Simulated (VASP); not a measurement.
# SiC (gw) (F-43m) in VASP: notebook

The runs below take SiC (gw) through single point, with PBEsol.

Everything below comes from runs of VASP 6.6.1. Logs are shortened: lines on timing, memory, paths and dates and some standing lists are left out, and cuts for length are marked.

## Step 1: The cell of the first run

The structure is cubic, space group F-43m (No. 216). Conventional cell: a = 4.313 Å, b = 4.313 Å, c = 4.313 Å, α = 90.00°, β = 90.00°, γ = 90.00°. Si (site symmetry -43m) has 4 C at 1.87 Å within 2.5 Å. C (site symmetry -43m) has 4 Si at 1.87 Å within 2.5 Å.

## Step 2: Single point, PBEsol

INCAR

```
PREC     = Accurate       # precision mode
ENCUT    = 600            # plane-wave cutoff, eV
EDIFF    = 1E-6           # SCF threshold, eV
ISMEAR   = 0              # smearing method
SIGMA    = 0.01           # smearing width, eV
LREAL    = False          # projectors in reciprocal space
LASPH    = True           # aspherical terms in the spheres
NELM     = 120            # most SCF steps
ALGO     = Normal         # electronic algorithm
ISIF     = 2              # what is computed and relaxed
LWAVE    = False          # write WAVECAR
LCHARG   = False          # write CHGCAR
GGA      = PS             # functional
NBANDS   = 11             # bands
GGA_COMPAT= False
```

KPOINTS

```
regular mesh
0
Gamma
  6 6 6
```

POSCAR

```
SiC
1.0
    0.0000000000      2.1566458807      2.1566458807
    2.1566458807      0.0000000000      2.1566458807
    2.1566458807      2.1566458807      0.0000000000
Si C
1 1
Direct
    0.0000000000      0.0000000000      0.0000000000
    0.2500000000      0.2500000000      0.2500000000
```

Potentials or basis: VASP PAW PBE potentials, release 64 (Si, C).

Run with:

```bash
cat potpaw_PBE.64/Si/POTCAR potpaw_PBE.64/C/POTCAR > POTCAR
mpirun -np 1 vasp_std > vasp.out
```

OUTCAR:

```text
PREC = Accurate
   ENCUT = 600
   EDIFF = 1E-6
   ISMEAR = 0
   LREAL = False
   LASPH = True
   NELM = 120
   ISIF = 2
   GGA = PS

 ion  position               nearest neighbor table
   1  0.000  0.000  0.000-   2 1.87   2 1.87   2 1.87   2 1.87
   2  0.250  0.250  0.250-   1 1.87   1 1.87   1 1.87   1 1.87

  LATTYP: Found a face centered cubic cell.
 ALAT       =     4.3132917614

  Lattice vectors:

 A1 = (   0.0000000000,   2.1566458807,   2.1566458807)
 A2 = (   2.1566458807,   0.0000000000,   2.1566458807)
 A3 = (   2.1566458807,   2.1566458807,   0.0000000000)

Analysis of symmetry for initial positions (statically):
=====================================================================
 Subroutine PRICEL returns:
 Original cell was already a primitive cell.

 Routine SETGRP: Setting up the symmetry group for a
 face centered cubic supercell.

 Subroutine GETGRP returns: Found 24 space group operations
 (whereof 24 operations were pure point group operations)
 out of a pool of 48 trial point group operations.

The static configuration has the point symmetry T_d .

Analysis of symmetry for dynamics (positions and initial velocities):
=====================================================================
 Subroutine PRICEL returns:
 Original cell was already a primitive cell.

 Routine SETGRP: Setting up the symmetry group for a
 face centered cubic supercell.

 Subroutine GETGRP returns: Found 24 space group operations
 (whereof 24 operations were pure point group operations)
 out of a pool of 48 trial point group operations.

The dynamic configuration has the point symmetry T_d .

 Subroutine INISYM returns: Found 24 space group operations
 (whereof 24 operations are pure point group operations),
 and found     1 'primitive' translations

----------------------------------------------------------------------------------------

                                     Primitive cell

  volume of cell :      20.0616

  direct lattice vectors                    reciprocal lattice vectors
     0.000000000  2.156645881  2.156645881    -0.231841493  0.231841493  0.231841493
     2.156645881  0.000000000  2.156645881     0.231841493 -0.231841493  0.231841493
     2.156645881  2.156645881  0.000000000     0.231841493  0.231841493 -0.231841493

  length of vectors
     3.049957854  3.049957854  3.049957854     0.401561244  0.401561244  0.401561244

  position of ions in fractional coordinates (direct lattice)
     0.000000000  0.000000000  0.000000000
     0.250000000  0.250000000  0.250000000

  ion indices of the primitive-cell ions
   primitive index   ion index
                 1           1
                 2           2

----------------------------------------------------------------------------------------

 KPOINTS: regular mesh

Automatic generation of k-mesh.
 Grid dimensions read from file:
 generate k-points for:    6    6    6

 Generating k-lattice:

  Cartesian coordinates                     Fractional coordinates (reciprocal lattice)
    -0.038640249  0.038640249  0.038640249     0.166666667  0.000000000  0.000000000
     0.038640249 -0.038640249  0.038640249     0.000000000  0.166666667  0.000000000
     0.038640249  0.038640249 -0.038640249     0.000000000  0.000000000  0.166666667

  Length of vectors
     0.066926874  0.066926874  0.066926874

  Shift w.r.t. Gamma in fractional coordinates (k-lattice)
     0.000000000  0.000000000  0.000000000

 Subroutine IBZKPT returns following result:
 ===========================================

 Found     16 irreducible k-points:

 Following reciprocal coordinates:
            Coordinates               Weight
  0.000000  0.000000  0.000000      1.000000
  0.166667  0.000000  0.000000      8.000000
  0.333333  0.000000  0.000000      8.000000
  0.500000  0.000000  0.000000      4.000000
  0.166667  0.166667  0.000000      6.000000
  0.333333  0.166667  0.000000     24.000000
[... 8 lines left out ...]
 -0.333333  0.333333  0.166667     24.000000
 -0.333333  0.500000  0.166667     12.000000
   k-points           NKPTS =     16   k-points in BZ     NKDIM =     16   number of bands    NBANDS=     11
   number of dos      NEDOS =    301   number of ions     NIONS =      2
   total plane-waves  NPLWV =  13824
   dimension x,y,z NGX =    24 NGY =   24 NGZ =   24
   dimension x,y,z NGXF=    48 NGYF=   48 NGZF=   48
   ions per type =               1   1
   NGX,Y,Z   is equivalent  to a cutoff of  13.08, 13.08, 13.08 a.u.
   NGXF,Y,Z  is equivalent  to a cutoff of  26.16, 26.16, 26.16 a.u.
 SYSTEM =  unknown system
   PREC   = accura    normal or accurate (medium, high low for compatibility)
   ISTART =      0    job   : 0-new  1-cont  2-samecut
   ICHARG =      2    charge: 1-file 2-atom 10-const
   ISPIN  =      1    spin polarized calculation?
   LNONCOLLINEAR =      F non collinear calculations
   LSORBIT =      F    spin-orbit coupling
   LASPH  =      T    aspherical Exc in radial PAW
   ENCUT  =  600.0 eV  44.10 Ry    6.64 a.u.   6.09  6.09  6.09*2*pi/ulx,y,z
   NELM   =    120;   NELMIN=  2; NELMDL= -5     # of ELM steps
   EDIFF  = 0.1E-05   stopping-criterion for ELM
   LREAL  =      F    real-space projection
   EDIFFG = 0.1E-04   stopping-criterion for IOM
   NSW    =      0    number of steps for IOM
   IBRION =     -1    ionic relax: 0-MD 1-quasi-New 2-CG
   NFREE  =      0    steps in history (QN), initial steepest desc. (CG)
   ISIF   =      2    stress and relaxation
   ISYM   =      2    0-nonsym 1-usesym 2-fastsym
   POTIM  = 0.5000    time-step for ionic-motion
   TEBEG  =    0.0;   TEEND  =   0.0 temperature during run
   PSTRESS=    0.0 pullay stress
   NELECT =       8.0000    total number of electrons
   NUPDOWN=      -1.0000    fix difference up-down
   EMIN   =  10.00;   EMAX   =-10.00  energy-range for DOS
   EFERMI =   0.00;   METHOD = LEGACY
   ISMEAR =     0;   SIGMA  =   0.01  broadening in eV -4-tet -1-fermi 0-gaus
   EFERMI_NEDOS =   21; number of points for ismear=-14 and -15
   IALGO  =     38    algorithm
   IMIX   =      4    mixing-type and parameters
     AMIX     =   0.40;   BMIX     =  1.00
     AMIX_MAG =   1.60;   BMIX_MAG =  1.00
  volume/ion in A,a.u.               =      10.03        67.69
  Fermi-wavevector in a.u.,A,eV,Ry     =   1.204988  2.277097 19.755600  1.451996
  Thomas-Fermi vector in A             =   2.340697
   LORBIT       =      0    0 simple, 1 ext, 2 COOP (PROOUT), +10 PAW based schemes
   GGA     = PS    functional components
   LHFCALC =     F    Hartree Fock is set to
   AEXX    =    0.0000 exact exchange contribution
   IVDW    =     0    specifies the selected vdW correction
   LEPSILON=     F    determine dielectric tensor
   LRPA    =     F    only Hartree local field effects (RPA)
 non-spin polarized calculation
 Gauss-broadening in eV      SIGMA  =   0.01
  energy-cutoff  :      600.00
  volume of cell :       20.06
 maximum number of plane-waves:       692
   NGX = 13   NGY = 13   NGZ = 13

 number of electron       8.0000000 magnetization

 Free energy of the ion-electron system (eV)
  ---------------------------------------------------
  ext. energy  EPLUGINS =         0.00000000
  ---------------------------------------------------
  free energy    TOTEN  =       -15.88990280 eV

  energy without entropy =      -15.88990280  energy(sigma->0) =      -15.88990280

 E-fermi :   8.4582     XC(G=0): -11.6369

 val. band max:        8.4151561636   @ k =   0.0000   0.0000   0.0000
 cond. band min:       9.6132240339   @ k =   0.5000   0.5000   0.0000
 fundamental gap:      1.1980678703
 Fermi energy:         8.4582450767

 k-point     1 :       0.0000    0.0000    0.0000
  band No.  band energies     occupation
      1      -7.2584      2.00000
      2       8.4152      2.00000
      3       8.4152      2.00000
      4       8.4152      2.00000
      5      14.9606      0.00000
      6      15.8675      0.00000
      7      15.8675      0.00000
      8      15.8675      0.00000
      9      23.0482      0.00000
     10      23.0482      0.00000
     11      25.1542      0.00000

 k-point     2 :       0.1667    0.0000    0.0000
  band No.  band energies     occupation
      1      -6.7032      2.00000
      2       6.0079      2.00000
      3       8.0807      2.00000
      4       8.0807      2.00000
      5      14.9681      0.00000
      6      16.3901      0.00000
      7      16.3901      0.00000
      8      16.9983      0.00000
      9      21.4389      0.00000
     10      21.4389      0.00000
     11      24.1167      0.00000

 k-point     3 :       0.3333    0.0000    0.0000
  band No.  band energies     occupation
      1      -5.1243      2.00000
      2       2.1067      2.00000
      3       7.5615      2.00000
      4       7.5615      2.00000
      5      14.3102      0.00000
      6      16.1287      0.00000
      7      16.1287      0.00000
      8      18.4484      0.00000
      9      22.8317      0.00000
     10      22.8317      0.00000
     11      23.8127      0.00000

 k-point     4 :       0.5000    0.0000    0.0000
  band No.  band energies     occupation
      1      -3.5351      2.00000
      2      -0.3614      2.00000
      3       7.3515      2.00000
      4       7.3515      2.00000
      5      14.0662      0.00000
      6      15.6732      0.00000
      7      15.6732      0.00000
      8      18.4967      0.00000
      9      24.8046      0.00000
     10      25.8738      0.00000
     11      25.8738      0.00000
[... 127 lines left out ...]
 k-point    14 :       0.5000    0.3333    0.1667
  band No.  band energies     occupation
      1      -3.7946      2.00000
      2       2.3907      2.00000
      3       4.1889      2.00000
      4       5.9202      2.00000
      5      13.2652      0.00000
      6      16.2472      0.00000
      7      17.1835      0.00000
      8      20.2976      0.00000
      9      21.9693      0.00000
     10      25.4328      0.00000
     11      29.3266      0.00000

 k-point    15 :      -0.3333    0.3333    0.1667
  band No.  band energies     occupation
      1      -2.4140      2.00000
      2       0.8840      2.00000
      3       3.5748      2.00000
      4       5.1820      2.00000
      5      13.4843      0.00000
      6      16.4399      0.00000
      7      18.9748      0.00000
      8      19.7849      0.00000
      9      21.6120      0.00000
     10      25.0815      0.00000
     11      29.9172      0.00000

 k-point    16 :      -0.3333    0.5000    0.1667
  band No.  band energies     occupation
      1      -1.8524      2.00000
      2       1.0267      2.00000
      3       3.7431      2.00000
      4       3.8656      2.00000
      5      12.3391      0.00000
      6      15.5815      0.00000
      7      19.4371      0.00000
      8      20.8525      0.00000
      9      22.8866      0.00000
     10      26.3463      0.00000
     11      30.0806      0.00000

------------------------ aborting loop because EDIFF is reached ----------------------------------------

  FORCE on cell =-STRESS in cart. coord.  units (eV):
  Direction    XX          YY          ZZ          XY          YZ          ZX
  --------------------------------------------------------------------------------------
  -------------------------------------------------------------------------------------
  Total        0.9222721      0.9222721      0.9222721      0.0000000      0.0000000     -0.0000000
  in kB       73.6551552     73.6551552     73.6551552      0.0000000      0.0000000     -0.0000000
  external PRESSURE =      73.6551552 kB  Pullay stress =       0.0000000 kB

 VOLUME and BASIS-vectors are now :
 -----------------------------------------------------------------------------
  energy-cutoff  :      600.00
  volume of cell :       20.06
      direct lattice vectors                 reciprocal lattice vectors
     0.000000000  2.156645881  2.156645881    -0.231841493  0.231841493  0.231841493
     2.156645881  0.000000000  2.156645881     0.231841493 -0.231841493  0.231841493
     2.156645881  2.156645881  0.000000000     0.231841493  0.231841493 -0.231841493

 POSITION                                       TOTAL-FORCE (eV/Angst)
 -----------------------------------------------------------------------------------
      0.00000      0.00000      0.00000        -0.000000     -0.000000     -0.000000
      1.07832      1.07832      1.07832         0.000000      0.000000      0.000000
 -----------------------------------------------------------------------------------
    total drift:                                0.000000      0.000000      0.000000

  FREE ENERGIE OF THE ION-ELECTRON SYSTEM (eV)
  ---------------------------------------------------
  free  energy   TOTEN  =       -15.8899028035 eV

  energy  without entropy=      -15.8899028035  energy(sigma->0) =      -15.88990280
```

It used 5.6 s of CPU time on 1 thread of AMD EPYC 7R13 Processor (Zen 3) (shared host).

What came out:

| Item | Value |
| --- | --- |
| Free energy | -15.8899 eV |
| Pressure | 7.4 GPa |
| Band gap on the k mesh | 1.20 eV, indirect (least direct gap 4.47 eV) |

Levels at points of the mesh, in eV from the valence-band top:
```csv
k point,band 2,band 3,band 4,band 5,band 6,band 7
"(0.00, 0.00, 0.00)",0.00,0.00,0.00,6.55,7.45,7.45
"(0.50, 0.00, 0.00)",-8.78,-1.06,-1.06,5.65,7.26,7.26
"(0.50, 0.50, 0.00)",-7.94,-3.27,-3.27,1.20,4.30,14.31
```

Caveat: the k points lie up to 0.42 Å⁻¹ apart; the PAW data sets were made with another functional, which shifts forces and pressure a little. A k mesh can miss the band edges.

## Step 3: Single point, PBEsol

INCAR

```
SYSTEM = SiC
PREC = Accurate ; ENCUT = 600
EDIFF = 1E-6 ; ISMEAR = 0
SIGMA = 0.01 ; LREAL = .False.
LASPH = .True. ; NELM = 120
ALGO = Normal ; ISIF = 2
LWAVE = .False. ; LCHARG = .True.
GGA = PS ; LELF = .True.
LVHAR = .True. ; NBANDS = 11
GGA_COMPAT = .False.
```

KPOINTS

```
regular mesh
0
Gamma
  6 6 6
  0 0 0
```

POSCAR is that of step 2.

Potentials or basis: VASP PAW PBE potentials, release 64 (Si, C).

Run with:

```bash
cat potpaw_PBE.64/Si/POTCAR potpaw_PBE.64/C/POTCAR > POTCAR
mpirun -np 1 vasp_std > vasp.out
```

OUTCAR:

```text
SYSTEM = SiC
   PREC = Accurate
   ENCUT = 600
   EDIFF = 1E-6
   ISMEAR = 0
   LREAL = .False.
   LASPH = .True.
   NELM = 120
   ISIF = 2
   GGA = PS

 ion  position               nearest neighbor table
   1  0.000  0.000  0.000-   2 1.87   2 1.87   2 1.87   2 1.87
   2  0.250  0.250  0.250-   1 1.87   1 1.87   1 1.87   1 1.87

  LATTYP: Found a face centered cubic cell.
 ALAT       =     4.3132917614

  Lattice vectors:

 A1 = (   0.0000000000,   2.1566458807,   2.1566458807)
[... 398 lines left out ...]

------------------------ aborting loop because EDIFF is reached ----------------------------------------

  FORCE on cell =-STRESS in cart. coord.  units (eV):
  Direction    XX          YY          ZZ          XY          YZ          ZX
  --------------------------------------------------------------------------------------
  -------------------------------------------------------------------------------------
  Total        0.9222721      0.9222721      0.9222721      0.0000000      0.0000000     -0.0000000
  in kB       73.6551552     73.6551552     73.6551552      0.0000000      0.0000000     -0.0000000
  external PRESSURE =      73.6551552 kB  Pullay stress =       0.0000000 kB

 VOLUME and BASIS-vectors are now :
 -----------------------------------------------------------------------------
  energy-cutoff  :      600.00
  volume of cell :       20.06
      direct lattice vectors                 reciprocal lattice vectors
     0.000000000  2.156645881  2.156645881    -0.231841493  0.231841493  0.231841493
     2.156645881  0.000000000  2.156645881     0.231841493 -0.231841493  0.231841493
     2.156645881  2.156645881  0.000000000     0.231841493  0.231841493 -0.231841493

 POSITION                                       TOTAL-FORCE (eV/Angst)
 -----------------------------------------------------------------------------------
      0.00000      0.00000      0.00000        -0.000000     -0.000000     -0.000000
      1.07832      1.07832      1.07832         0.000000      0.000000      0.000000
 -----------------------------------------------------------------------------------
    total drift:                                0.000000      0.000000      0.000000

  FREE ENERGIE OF THE ION-ELECTRON SYSTEM (eV)
  ---------------------------------------------------
  free  energy   TOTEN  =       -15.8899028035 eV

  energy  without entropy=      -15.8899028035  energy(sigma->0) =      -15.88990280
```

OSZICAR:

```text
N       E                     dE             d eps       ncg     rms          rms(c)
DAV:   1     0.392351833589E+01    0.39235E+01   -0.40945E+03   368   0.679E+02
DAV:   2    -0.172877502144E+02   -0.21211E+02   -0.20612E+02   484   0.122E+02
DAV:   3    -0.177822044251E+02   -0.49445E+00   -0.49354E+00   421   0.151E+01
DAV:   4    -0.177838252509E+02   -0.16208E-02   -0.16207E-02   414   0.111E+00
DAV:   5    -0.177838313158E+02   -0.60649E-05   -0.60648E-05   430   0.636E-02    0.908E+00
DAV:   6    -0.159806359627E+02    0.18032E+01   -0.60900E+00   391   0.111E+01    0.409E+00
DAV:   7    -0.159047823640E+02    0.75854E-01   -0.42467E-01   412   0.363E+00    0.182E+00
DAV:   8    -0.158900818392E+02    0.14701E-01   -0.22352E-02   406   0.951E-01    0.165E-01
DAV:   9    -0.158898586560E+02    0.22318E-03   -0.17403E-03   420   0.224E-01    0.112E-01
DAV:  10    -0.158899023233E+02   -0.43667E-04   -0.11833E-04   412   0.700E-02    0.258E-02
DAV:  11    -0.158899025221E+02   -0.19882E-06   -0.10633E-05   421   0.183E-02    0.545E-03
DAV:  12    -0.158899028035E+02   -0.28140E-06   -0.58839E-07   242   0.480E-03
   1 F= -.15889903E+02 E0= -.15889903E+02  d E =-.677027E-12
```

It used 6 s of CPU time on 1 thread of AMD EPYC 7R13 Processor (Zen 3), with other jobs on the host.

Results:

```
Free energy            : -15.8899 eV
Pressure               : 7.4 GPa
Band gap on the k mesh : 1.20 eV, indirect (least direct gap 4.47 eV)
```

Levels at points of the mesh, in eV from the valence-band top:
| k point | band 2 | band 3 | band 4 | band 5 | band 6 | band 7 |
| --- | --- | --- | --- | --- | --- | --- |
| (0.00, 0.00, 0.00) | 0.00 | 0.00 | 0.00 | 6.55 | 7.45 | 7.45 |
| (0.50, 0.00, 0.00) | -8.78 | -1.06 | -1.06 | 5.65 | 7.26 | 7.26 |
| (0.50, 0.50, 0.00) | -7.94 | -3.27 | -3.27 | 1.20 | 4.30 | 14.31 |

Caveat: the k points lie up to 0.42 Å⁻¹ apart; the PAW data sets were made with another functional, which shifts forces and pressure a little. A k mesh can miss the band edges.
